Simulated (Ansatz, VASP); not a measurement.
**MgS: VASP beside Ansatz**

File INCAR:

```
SYSTEM = MgS
ALGO     = Normal         ! electronic algorithm
EDIFF    = 1E-6           ! SCF threshold, eV
ENCUT    = 520            ! plane-wave cutoff, eV
GGA      = PS             ! functional
ISIF     = 2              ! what is computed and relaxed
ISMEAR   = 0              ! smearing method
LASPH    = .True.         ! aspherical terms in the spheres
LCHARG   = .False.        ! write CHGCAR
LREAL    = .False.        ! projectors in reciprocal space
LWAVE    = .False.        ! write WAVECAR
NBANDS   = 16             ! bands
NELM     = 80             ! most SCF steps
PREC     = Accurate       ! precision mode
SIGMA    = 0.05           ! smearing width, eV
```

File KPOINTS:

```
k-points
0
Gamma
  6 6 4
  0 0 0
```

POSCAR

```
MgS
1.0
    3.7118526143      0.0000000000      0.0000000000
   -1.8559263071      3.2145586591      0.0000000000
    0.0000000000      0.0000000000      6.6895859472
Mg S
2 2
Direct
    0.6666666667      0.3333333333      0.4957548500
    0.3333333333      0.6666666667      0.9957548500
    0.3333333333      0.6666666667      0.3792441500
    0.6666666667      0.3333333333      0.8792441500
```

Input for Ansatz:

```yaml
crystal:
  lattice:
    - [3.7118526143, 0.0, 0.0]
    - [-1.8559263071, 3.2145586591, 0.0]
    - [0.0, 0.0, 6.6895859472]
  atoms:
    - { symbol: Mg, position: [0.6666666667, 0.3333333333, 0.49575485] }
    - { symbol: Mg, position: [0.3333333333, 0.6666666667, 0.99575485] }
    - { symbol: S, position: [0.3333333333, 0.6666666667, 0.37924415] }
    - { symbol: S, position: [0.6666666667, 0.3333333333, 0.87924415] }
basis:
  ecutwfc: 420
kpoints:
  mp_grid: { grid: [6, 6, 4] }
hamiltonian:
  xc: pbesol
scf:
  occupations: { method: gaussian, width: 0.05 }
output:
  forces: true
  stress: true
  eigenvalues: true
```

Change from the starting cell: strain -0.080 along x and y, +0.040 along z, atoms carried along.

Alike in both runs: task single point; functional PBEsol; k mesh 6 × 6 × 4; occupations gaussian, width 0.05 eV; no spin polarisation.

|  | VASP | Ansatz |
| --- | --- | --- |
| version | VASP 6.6.1 | Ansatz 0.2.0 |
| potentials or method | VASP PAW PBE potentials, release 64 (Mg, S), cutoff 520 eV | scalar-relativistic, plane waves, PAW |
| valence electrons in the cell | 16 | 32 |

|  | VASP | Ansatz | Ansatz less VASP |
| --- | --- | --- | --- |
| gap on the k mesh at the Fermi level (eV) | 3.69 | 3.69 | -0.004 |
| least direct gap on the mesh (eV) | 3.69 | 3.69 | -0.004 |
| pressure (GPa) | 11.0 | 11.0 | -0.04 |
| traceless stress, the component that is largest in VASP (GPa) | -11.04 | -10.96 | +0.082 |
| rms of the force components (eV/Å) | 0.690 | 0.684 | -0.0062 |

VASP's potentials were made for PBE, not for PBEsol. Atom by atom the forces differ by 0.006 eV/Å (rms over components). VASP's potentials hold 16 valence electrons a cell and Ansatz's 32, so a difference there can come from the potentials and not from the codes.
